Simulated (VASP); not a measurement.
# BAs (I-4m2) in VASP: a series of runs

Runs on BAs. Level: r2SCAN. Tasks: single point.

Everything below comes from runs of VASP 6.6.1. Logs are shortened: lines on timing, memory, paths and dates and some standing lists are left out, and cuts for length are marked.

## 1. The cell of the first run

Symmetry: I-4m2, No. 119, tetragonal system. Conventional cell: a = 3.378 Å, b = 3.378 Å, c = 4.634 Å, α = 90.00°, β = 90.00°, γ = 90.00°. Within 2.7 Å of B (site symmetry -4m2) lie 4 As at 2.05 Å. As (site symmetry -4m2) has 4 B at 2.05 Å within 2.7 Å.

## 2. Single point, r2SCAN (strain -0.0300 x Voigt [1, 0, 0, 0, 0, 0])

POSCAR reads:

```
BAs
1.0
    0.0000000000      2.3885000000      2.3885000000
    2.3168450000      0.0000000000      2.3885000000
    2.3168450000      2.3885000000      0.0000000000
B As
1 1
Direct
    0.0000000000      0.0000000000      0.0000000000
    0.7500000000      0.7500000000      0.7500000000
```

INCAR.step1 reads:

```
SYSTEM = BAs
  PREC = Accurate
  ENCUT = 520
  ISMEAR = 0
  SIGMA = 0.05
  LREAL = .FALSE.
  LASPH = .TRUE.
  NELM = 100
  NBANDS = 11
  GGA = PE
  ALGO = Normal
  EDIFF = 1E-4
  LWAVE = .TRUE.
  LCHARG = .FALSE.
```

INCAR.step2 reads:

```
SYSTEM = BAs
  PREC = Accurate
  ENCUT = 520
  EDIFF = 1E-6
  ISMEAR = 0
  SIGMA = 0.05
  LREAL = .FALSE.
  LASPH = .TRUE.
  NELM = 100
  ALGO = Normal
  ISIF = 2
  LWAVE = .FALSE.
  LCHARG = .FALSE.
  METAGGA = R2SCAN
  LMIXTAU = .TRUE.
  NBANDS = 11
  ISTART = 1
```

KPOINTS reads:

```
Automatic mesh
0
G
  10 10 10
  0 0 0
```

Potentials or basis: VASP PAW PBE potentials, release 64 (B, As).

On the command line:

```bash
> cat potpaw_PBE.64/B/POTCAR potpaw_PBE.64/As/POTCAR > POTCAR
> cp INCAR.step1 INCAR
> mpirun -np 1 vasp_std > vasp.out
> cp INCAR.step2 INCAR
> mpirun -np 1 vasp_std > vasp.out
```

OUTCAR:

```text
SYSTEM = BAs
   PREC = Accurate
   ENCUT = 520
   EDIFF = 1E-6
   ISMEAR = 0
   LREAL = .FALSE.
   LASPH = .TRUE.
   NELM = 100
   ISIF = 2
   METAGGA = R2SCAN
   ISTART = 1

 ion  position               nearest neighbor table
   1  0.000  0.000  0.000-   2 2.05   2 2.05   2 2.05   2 2.05
   2  0.750  0.750  0.750-   1 2.05   1 2.05   1 2.05   1 2.05

  LATTYP: Found a body centered tetragonal cell.
 ALAT       =     3.3778490937
 C/A-ratio  =     1.3717871555

  Lattice vectors:

 A1 = (  -2.3168450000,   0.0000000000,  -2.3885000000)
 A2 = (  -2.3168450000,   0.0000000000,   2.3885000000)
 A3 = (   2.3168450000,   2.3885000000,   0.0000000000)

Analysis of symmetry for initial positions (statically):
=====================================================================
 Subroutine PRICEL returns:
 Original cell was already a primitive cell.

 Routine SETGRP: Setting up the symmetry group for a
 body centered tetragonal supercell.

 Subroutine GETGRP returns: Found  8 space group operations
 (whereof  8 operations were pure point group operations)
 out of a pool of 16 trial point group operations.

The static configuration has the point symmetry D_2d.

Analysis of symmetry for dynamics (positions and initial velocities):
=====================================================================
 Subroutine PRICEL returns:
 Original cell was already a primitive cell.

 Routine SETGRP: Setting up the symmetry group for a
 body centered tetragonal supercell.

 Subroutine GETGRP returns: Found  8 space group operations
 (whereof  8 operations were pure point group operations)
 out of a pool of 16 trial point group operations.

The dynamic configuration has the point symmetry D_2d.

 Subroutine INISYM returns: Found  8 space group operations
 (whereof  8 operations are pure point group operations),
 and found     1 'primitive' translations

----------------------------------------------------------------------------------------

                                     Primitive cell

  volume of cell :      26.4349

  direct lattice vectors                    reciprocal lattice vectors
     0.000000000  2.388500000  2.388500000    -0.215810725  0.209336404  0.209336404
     2.316845000  0.000000000  2.388500000     0.215810725 -0.209336404  0.209336404
     2.316845000  2.388500000  0.000000000     0.215810725  0.209336404 -0.209336404

  length of vectors
     3.377849094  3.327567130  3.327567130     0.366357379  0.366357379  0.366357379

  position of ions in fractional coordinates (direct lattice)
     0.000000000  0.000000000  0.000000000
     0.750000000  0.750000000  0.750000000

  ion indices of the primitive-cell ions
   primitive index   ion index
                 1           1
                 2           2

----------------------------------------------------------------------------------------

 KPOINTS: Automatic mesh

Automatic generation of k-mesh.
 Grid dimensions read from file:
 generate k-points for:   10   10   10

 Generating k-lattice:

  Cartesian coordinates                     Fractional coordinates (reciprocal lattice)
    -0.021581073  0.020933640  0.020933640     0.100000000  0.000000000  0.000000000
     0.021581073 -0.020933640  0.020933640     0.000000000  0.100000000 -0.000000000
     0.021581073  0.020933640 -0.020933640     0.000000000 -0.000000000  0.100000000

  Length of vectors
     0.036635738  0.036635738  0.036635738

  Shift w.r.t. Gamma in fractional coordinates (k-lattice)
     0.000000000  0.000000000  0.000000000

 Subroutine IBZKPT returns following result:
 ===========================================

 Found    102 irreducible k-points:

 Following reciprocal coordinates:
            Coordinates               Weight
  0.000000  0.000000  0.000000      1.000000
  0.100000  0.000000  0.000000      8.000000
  0.200000  0.000000  0.000000      8.000000
  0.300000 -0.000000 -0.000000      8.000000
  0.400000  0.000000  0.000000      8.000000
  0.500000 -0.000000 -0.000000      4.000000
[... 16 lines left out ...]
  0.300000  0.300000  0.000000      4.000000
  0.400000  0.300000 -0.000000     16.000000
 [... further k-points ...]
   k-points           NKPTS =    102   k-points in BZ     NKDIM =    102   number of bands    NBANDS=     11
   number of dos      NEDOS =    301   number of ions     NIONS =      2
   total plane-waves  NPLWV =  21952
   dimension x,y,z NGX =    28 NGY =   28 NGZ =   28
   dimension x,y,z NGXF=    56 NGYF=   56 NGZF=   56
   ions per type =               1   1
   NGX,Y,Z   is equivalent  to a cutoff of  13.78, 13.99, 13.99 a.u.
   NGXF,Y,Z  is equivalent  to a cutoff of  27.56, 27.98, 27.98 a.u.
 SYSTEM =  BAs
   PREC   = accura    normal or accurate (medium, high low for compatibility)
   ISTART =      1    job   : 0-new  1-cont  2-samecut
   ICHARG =      0    charge: 1-file 2-atom 10-const
   ISPIN  =      1    spin polarized calculation?
   LNONCOLLINEAR =      F non collinear calculations
   LSORBIT =      F    spin-orbit coupling
   LASPH  =      T    aspherical Exc in radial PAW
   ENCUT  =  520.0 eV  38.22 Ry    6.18 a.u.   6.28  6.19  6.19*2*pi/ulx,y,z
   NELM   =    100;   NELMIN=  2; NELMDL=  0     # of ELM steps
   EDIFF  = 0.1E-05   stopping-criterion for ELM
   LREAL  =      F    real-space projection
   EDIFFG = 0.1E-04   stopping-criterion for IOM
   NSW    =      0    number of steps for IOM
   IBRION =     -1    ionic relax: 0-MD 1-quasi-New 2-CG
   NFREE  =      0    steps in history (QN), initial steepest desc. (CG)
   ISIF   =      2    stress and relaxation
   ISYM   =      2    0-nonsym 1-usesym 2-fastsym
   POTIM  = 0.5000    time-step for ionic-motion
   TEBEG  =    0.0;   TEEND  =   0.0 temperature during run
   PSTRESS=    0.0 pullay stress
   NELECT =       8.0000    total number of electrons
   NUPDOWN=      -1.0000    fix difference up-down
   EMIN   =  10.00;   EMAX   =-10.00  energy-range for DOS
   EFERMI =   0.00;   METHOD = LEGACY
   ISMEAR =     0;   SIGMA  =   0.05  broadening in eV -4-tet -1-fermi 0-gaus
   EFERMI_NEDOS =   21; number of points for ismear=-14 and -15
   IALGO  =     38    algorithm
   IMIX   =      4    mixing-type and parameters
     AMIX     =   0.40;   BMIX     =  1.00
     AMIX_MAG =   1.60;   BMIX_MAG =  1.00
  volume/ion in A,a.u.               =      13.22        89.20
  Fermi-wavevector in a.u.,A,eV,Ry     =   1.099121  2.077038 16.436762  1.208068
  Thomas-Fermi vector in A             =   2.235511
   LORBIT       =      0    0 simple, 1 ext, 2 COOP (PROOUT), +10 PAW based schemes
   METAGGA = R2SCAN    functional components
   LHFCALC =     F    Hartree Fock is set to
   AEXX    =    0.0000 exact exchange contribution
   IVDW    =     0    specifies the selected vdW correction
   LEPSILON=     F    determine dielectric tensor
   LRPA    =     F    only Hartree local field effects (RPA)
 non-spin polarized calculation
 Gauss-broadening in eV      SIGMA  =   0.05
  energy-cutoff  :      520.00
  volume of cell :       26.43
 maximum number of plane-waves:       740
 NGX is ok and might be reduce to    28
   NGX = 13   NGY = 13   NGZ = 13

 number of electron       8.0000001 magnetization

 Free energy of the ion-electron system (eV)
  ---------------------------------------------------
  ext. energy  EPLUGINS =         0.00000000
  ---------------------------------------------------
  free energy    TOTEN  =       -22.22787325 eV

  energy without entropy =      -22.22787325  energy(sigma->0) =      -22.22787325

 E-fermi :   6.8045     XC(G=0): -11.2728

 val. band max:        6.5754560561   @ k =   0.0000   0.0000   0.0000
 cond. band min:       7.4227081165   @ k =   0.0000   0.4000   0.4000
 fundamental gap:      0.8472520605
 Fermi energy:         6.8045093625

 k-point     1 :       0.0000    0.0000    0.0000
  band No.  band energies     occupation
      1     -10.0817      2.00000
      2       6.2666      2.00000
      3       6.2666      2.00000
      4       6.5755      2.00000
      5       9.7115      0.00000
      6       9.9289      0.00000
      7       9.9289      0.00000
      8      11.9223      0.00000
      9      16.9242      0.00000
     10      19.4981      0.00000
     11      20.3084      0.00000

 k-point     2 :       0.1000    0.0000    0.0000
  band No.  band energies     occupation
      1      -9.9043      2.00000
      2       4.8696      2.00000
      3       5.9252      2.00000
      4       6.1575      2.00000
      5      10.0400      0.00000
      6      10.3348      0.00000
      7      10.3553      0.00000
      8      12.7414      0.00000
      9      17.5986      0.00000
     10      18.5517      0.00000
     11      19.1334      0.00000

 k-point     3 :       0.2000    0.0000    0.0000
  band No.  band energies     occupation
      1      -9.3805      2.00000
      2       2.3410      2.00000
      3       5.2714      2.00000
      4       5.5434      2.00000
      5       9.9805      0.00000
      6      11.0878      0.00000
      7      11.0913      0.00000
      8      14.4037      0.00000
      9      17.9573      0.00000
     10      18.1712      0.00000
     11      18.7497      0.00000

 k-point     4 :       0.3000   -0.0000   -0.0000
  band No.  band energies     occupation
      1      -8.5468      2.00000
      2      -0.1251      2.00000
      3       4.6892      2.00000
      4       5.0149      2.00000
      5       9.7237      0.00000
      6      11.4258      0.00000
      7      11.6020      0.00000
      8      15.6961      0.00000
      9      18.4100      0.00000
     10      18.6553      0.00000
     11      18.9913      0.00000
[... 239 lines left out ...]
 k-point    22 :      -0.2000    0.2000   -0.0000
  band No.  band energies     occupation
      1      -8.2455      2.00000
      2       0.4757      2.00000
      3       1.8873      2.00000
      4       5.0486      2.00000
      5      10.8558      0.00000
      6      11.7751      0.00000
      7      12.8673      0.00000
      8      14.0782      0.00000
      9      16.8789      0.00000
     10      20.0578      0.00000
     11      21.8489      0.00000

 k-point    23 :       0.3000    0.3000    0.0000
  band No.  band energies     occupation
      1      -8.0439      2.00000
      2       0.7031      2.00000
      3       2.9344      2.00000
      4       3.0257      2.00000
      5       8.0757      0.00000
      6      10.4170      0.00000
      7      15.1820      0.00000
      8      15.9070      0.00000
      9      18.3161      0.00000
     10      22.2519      0.00000
     11      22.7780      0.00000

 k-point    24 :       0.4000    0.3000   -0.0000
  band No.  band energies     occupation
      1      -7.2573      2.00000
      2      -0.6268      2.00000
      3       2.0991      2.00000
      4       2.6688      2.00000
      5       8.4029      0.00000
      6      10.1878      0.00000
      7      15.7029      0.00000
      8      16.5050      0.00000
      9      19.4731      0.00000
     10      23.0633      0.00000
     11      23.6017      0.00000

 [... further k-points ...]
[... 5 lines left out ...]
  --------------------------------------------------------------------------------------
  -------------------------------------------------------------------------------------
  Total        1.6544835      0.5536781      0.5536781     -0.0000000      0.0000000      0.0000000
  in kB      100.2756662     33.5575638     33.5575638     -0.0000000      0.0000000      0.0000000
  external PRESSURE =      55.7969312 kB  Pullay stress =       0.0000000 kB

 VOLUME and BASIS-vectors are now :
 -----------------------------------------------------------------------------
  energy-cutoff  :      520.00
  volume of cell :       26.43
      direct lattice vectors                 reciprocal lattice vectors
     0.000000000  2.388500000  2.388500000    -0.215810725  0.209336404  0.209336404
     2.316845000  0.000000000  2.388500000     0.215810725 -0.209336404  0.209336404
     2.316845000  2.388500000  0.000000000     0.215810725  0.209336404 -0.209336404

 POSITION                                       TOTAL-FORCE (eV/Angst)
 -----------------------------------------------------------------------------------
      0.00000      0.00000      0.00000        -0.000000     -0.000000     -0.000000
      3.47527      3.58275      3.58275         0.000000      0.000000      0.000000
 -----------------------------------------------------------------------------------
    total drift:                                0.000000      0.000000      0.000000

  FREE ENERGIE OF THE ION-ELECTRON SYSTEM (eV)
  ---------------------------------------------------
  free  energy   TOTEN  =       -22.2278732491 eV

  energy  without entropy=      -22.2278732491  energy(sigma->0) =      -22.22787325
```

Wall time 3 min (1 thread of Intel Xeon Platinum 8375C at 2.90GHz (Ice Lake), shared host); peak memory 0.18 GiB.

What came out:

```yaml
Free_energy: -22.2279 eV
Pressure: 5.6 GPa
Band_gap_on_the_k_mesh: 0.85 eV, indirect (least direct gap 3.14 eV)
```

Levels at points of the mesh, in eV from the valence-band top:
```
           k point  band 2  band 3  band 4  band 5  band 6  band 7
(0.00, 0.00, 0.00)   -0.31   -0.31    0.00    3.14    3.35    3.35
(0.50, 0.00, 0.00)   -9.68   -2.39   -2.01    2.89    4.75    5.09
(0.50, 0.50, 0.00)   -9.54   -4.57   -4.52    1.49    1.60   11.97
(0.00, 0.50, 0.50)   -9.27   -4.85   -4.85    1.12    1.18   12.27
```

Caveat: the cell differs from its parent crystal (strain -0.0300 x Voigt [1, 0, 0, 0, 0, 0]); the PAW data sets were made with another functional, which shifts forces and pressure a little. A k mesh can miss the band edges.

## 3. Single point, r2SCAN (strain -0.0200 x Voigt [1, 0, 0, 0, 0, 0])

POSCAR reads:

```
BAs
1.0
    0.0000000000      2.3885000000      2.3885000000
    2.3407300000      0.0000000000      2.3885000000
    2.3407300000      2.3885000000      0.0000000000
B As
1 1
Direct
    0.0000000000      0.0000000000      0.0000000000
    0.7500000000      0.7500000000      0.7500000000
```

INCAR.step1 reads:

```
PREC     = Accurate       # precision mode
ENCUT    = 520            # plane-wave cutoff, eV
ISMEAR   = 0              # smearing method
SIGMA    = 0.05           # smearing width, eV
LREAL    = F              # projectors in reciprocal space
LASPH    = T              # aspherical terms in the spheres
NELM     = 80             # most SCF steps
NBANDS   = 11             # bands
GGA      = PE             # functional
ALGO     = Normal         # electronic algorithm
EDIFF    = 1E-4           # SCF threshold, eV
LWAVE    = T              # write WAVECAR
LCHARG   = F              # write CHGCAR
```

INCAR.step2 reads:

```
PREC     = Accurate       # precision mode
ENCUT    = 520            # plane-wave cutoff, eV
EDIFF    = 1E-7           # SCF threshold, eV
ISMEAR   = 0              # smearing method
SIGMA    = 0.05           # smearing width, eV
LREAL    = F              # projectors in reciprocal space
LASPH    = T              # aspherical terms in the spheres
NELM     = 80             # most SCF steps
ALGO     = Normal         # electronic algorithm
ISIF     = 2              # what is computed and relaxed
LWAVE    = F              # write WAVECAR
LCHARG   = F              # write CHGCAR
METAGGA  = R2SCAN         # meta-GGA
LMIXTAU  = T            
NBANDS   = 11             # bands
ISTART   = 1
```

KPOINTS reads:

```
Automatic mesh
0
Gamma
  10 10 10
```

Potentials or basis: VASP PAW PBE potentials, release 64 (B, As).

On the command line:

```bash
> cat potpaw_PBE.64/B/POTCAR potpaw_PBE.64/As/POTCAR > POTCAR
> cp INCAR.step1 INCAR
> mpirun -np 1 vasp_std > vasp.out
> cp INCAR.step2 INCAR
> mpirun -np 1 vasp_std > vasp.out
```

OUTCAR:

```text
PREC = Accurate
   ENCUT = 520
   EDIFF = 1E-7
   ISMEAR = 0
   LREAL = F
   LASPH = T
   NELM = 80
   ISIF = 2
   METAGGA = R2SCAN
   ISTART = 1

 ion  position               nearest neighbor table
   1  0.000  0.000  0.000-   2 2.05   2 2.05   2 2.05   2 2.05
   2  0.750  0.750  0.750-   1 2.05   1 2.05   1 2.05   1 2.05

  LATTYP: Found a body centered tetragonal cell.
 ALAT       =     3.3778490937
 C/A-ratio  =     1.3859292911

  Lattice vectors:

[... 521 lines left out ...]

 [... further k-points ...]

------------------------ aborting loop because EDIFF is reached ----------------------------------------

  FORCE on cell =-STRESS in cart. coord.  units (eV):
  Direction    XX          YY          ZZ          XY          YZ          ZX
  --------------------------------------------------------------------------------------
  -------------------------------------------------------------------------------------
  Total        1.1506448      0.4074822      0.4074822      0.0000000      0.0000000      0.0000000
  in kB       69.0271704     24.4448535     24.4448535      0.0000000      0.0000000      0.0000000
  external PRESSURE =      39.3056258 kB  Pullay stress =       0.0000000 kB

 VOLUME and BASIS-vectors are now :
 -----------------------------------------------------------------------------
  energy-cutoff  :      520.00
  volume of cell :       26.71
      direct lattice vectors                 reciprocal lattice vectors
     0.000000000  2.388500000  2.388500000    -0.213608575  0.209336404  0.209336404
     2.340730000  0.000000000  2.388500000     0.213608575 -0.209336404  0.209336404
     2.340730000  2.388500000  0.000000000     0.213608575  0.209336404 -0.209336404

 POSITION                                       TOTAL-FORCE (eV/Angst)
 -----------------------------------------------------------------------------------
      0.00000      0.00000      0.00000         0.000000     -0.000000      0.000000
      3.51110      3.58275      3.58275        -0.000000      0.000000     -0.000000
 -----------------------------------------------------------------------------------
    total drift:                                0.000000      0.000000      0.000000

  FREE ENERGIE OF THE ION-ELECTRON SYSTEM (eV)
  ---------------------------------------------------
  free  energy   TOTEN  =       -22.2423537804 eV

  energy  without entropy=      -22.2423537804  energy(sigma->0) =      -22.24235378
```

OSZICAR.step1:

```text
N       E                     dE             d eps       ncg     rms          rms(c)
DAV:   1     0.120331521756E+02    0.12033E+02   -0.39006E+03  2244   0.647E+02
DAV:   2    -0.113552993850E+02   -0.23388E+02   -0.22598E+02  3083   0.105E+02
DAV:   3    -0.120617366188E+02   -0.70644E+00   -0.70471E+00  2803   0.166E+01
DAV:   4    -0.120636437402E+02   -0.19071E-02   -0.19070E-02  2471   0.969E-01
DAV:   5    -0.120636464874E+02   -0.27471E-05   -0.27473E-05  2689   0.402E-02    0.508E+00
DAV:   6    -0.114559342307E+02    0.60771E+00   -0.16430E+00  2406   0.527E+00    0.247E+00
DAV:   7    -0.113914513660E+02    0.64483E-01   -0.20953E-01  2644   0.224E+00    0.100E+00
DAV:   8    -0.113843624727E+02    0.70889E-02   -0.20713E-02  2562   0.822E-01    0.100E-01
DAV:   9    -0.113846637274E+02   -0.30125E-03   -0.75348E-04  2571   0.161E-01    0.609E-02
DAV:  10    -0.113848170376E+02   -0.15331E-03   -0.18927E-04  2440   0.842E-02    0.124E-02
DAV:  11    -0.113848227198E+02   -0.56822E-05   -0.50216E-06  1164   0.154E-02
   1 F= -.11384823E+02 E0= -.11384823E+02  d E =-.748644E-21
```

It took 3.6 min on 1 thread of Intel Xeon Platinum 8375C at 2.90GHz (Ice Lake), shared host; peak memory 0.18 GiB.

Results:

| Quantity | Value |
| --- | --- |
| Free energy | -22.2424 eV |
| Pressure | 3.9 GPa |
| Band gap on the k mesh | 1.02 eV, indirect (least direct gap 3.24 eV) |

Levels at points of the mesh, in eV from the valence-band top:
| k point | band 1 | band 2 | band 3 | band 4 | band 5 | band 6 | band 7 | band 8 | band 9 |
| --- | --- | --- | --- | --- | --- | --- | --- | --- | --- |
| (0.00, 0.00, 0.00) | -16.49 | -0.21 | -0.21 | 0.00 | 3.24 | 3.38 | 3.38 | 5.28 | 10.36 |
| (0.50, 0.00, 0.00) | -13.39 | -9.53 | -2.24 | -1.99 | 2.93 | 4.85 | 5.06 | 9.49 | 13.65 |
| (0.50, 0.50, 0.00) | -11.98 | -9.38 | -4.49 | -4.45 | 1.53 | 1.63 | 12.04 | 12.36 | 13.85 |
| (0.00, 0.50, 0.50) | -11.80 | -9.20 | -4.67 | -4.67 | 1.28 | 1.36 | 12.23 | 12.23 | 14.08 |

Caveat: the cell differs from its parent crystal (strain -0.0200 x Voigt [1, 0, 0, 0, 0, 0]); the PAW data sets were made with another functional, which shifts forces and pressure a little. A k mesh can miss the band edges.
